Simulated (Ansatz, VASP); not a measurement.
## LiH in VASP and in Ansatz

File INCAR:

```
SYSTEM = LiH
ALGO = Normal
EDIFF = 1E-6
EDIFFG = -0.04
ENCUT = 600
GGA = PE
IBRION = 2
ISIF = 3
ISMEAR = 0
LASPH = .TRUE.
LCHARG = .FALSE.
LREAL = .FALSE.
LWAVE = .FALSE.
NELM = 100
NSW = 90
PREC = Accurate
SIGMA = 0.1
```

Contents of KPOINTS:

```
k-points
0
G
  10 10 10
  0 0 0
```

The input POSCAR:

```
LiH
1.0
    0.8545148000     -3.3499291400      0.0000000000
    0.8545148000      3.3499291400      0.0000000000
   -0.8545148000      0.0000000000      3.3499291400
Li H
2 2
Direct
    0.5000000000      0.5000000000      0.0000000000
    0.5000000000      0.5000000000      0.5000000000
    0.0000000000      0.5000000000      0.5000000000
    0.5000000000      0.0000000000      0.0000000000
```

Input for Ansatz:

```yaml
crystal:
  lattice:
    - [0.8545148, -3.34992914, 0.0]
    - [0.8545148, 3.34992914, 0.0]
    - [-0.8545148, 0.0, 3.34992914]
  atoms:
    - { symbol: Li, position: [0.5, 0.5, 0.0] }
    - { symbol: Li, position: [0.5, 0.5, 0.5] }
    - { symbol: H, position: [0.0, 0.5, 0.5] }
    - { symbol: H, position: [0.5, 0.0, 0.0] }
basis:
  ecutwfc: 420
kpoints:
  mp_grid: { grid: [10, 10, 10] }
hamiltonian:
  xc: pbe
scf:
  occupations: { method: gaussian, width: 0.1 }
  lower_state_search: "off"
output:
  forces: true
  stress: true
  eigenvalues: true
relax:
  adjacent_minimum: "off"
  f_tol: 0.04
  max_steps: 70
  cell: { stress_tol: 0.4 }
```

Alike in both runs: task relaxation of cell and atoms; functional PBE; k mesh 10 × 10 × 10; occupations gaussian, width 0.1 eV; no spin polarisation.

|  | VASP | Ansatz |
| --- | --- | --- |
| version | VASP 6.6.1 | Ansatz 0.2.0 |
| potentials or method | VASP PAW PBE potentials, release 64 (Li_sv, H), cutoff 600 eV | scalar-relativistic, plane waves, PAW |
| valence electrons in the cell | 8 | 8 |

```csv
,VASP,Ansatz,Ansatz less VASP
relaxed volume (Å³/atom),9.00,17.26,+8.261
relaxed length of the cell vector where the two differ most in proportion (Å),4.975,7.598,+2.6232
```

One of these differences is far larger than is usual between the two programs; its cause wasn't traced.

The k mesh is coarse, so the values compare programs but aren't converged. Noted on VASP's run: the cutoff is under 1.25 times that of the potentials, so the pressure is a little rough; the volume moved by over 15 % at a fixed basis, so the end points are rough.
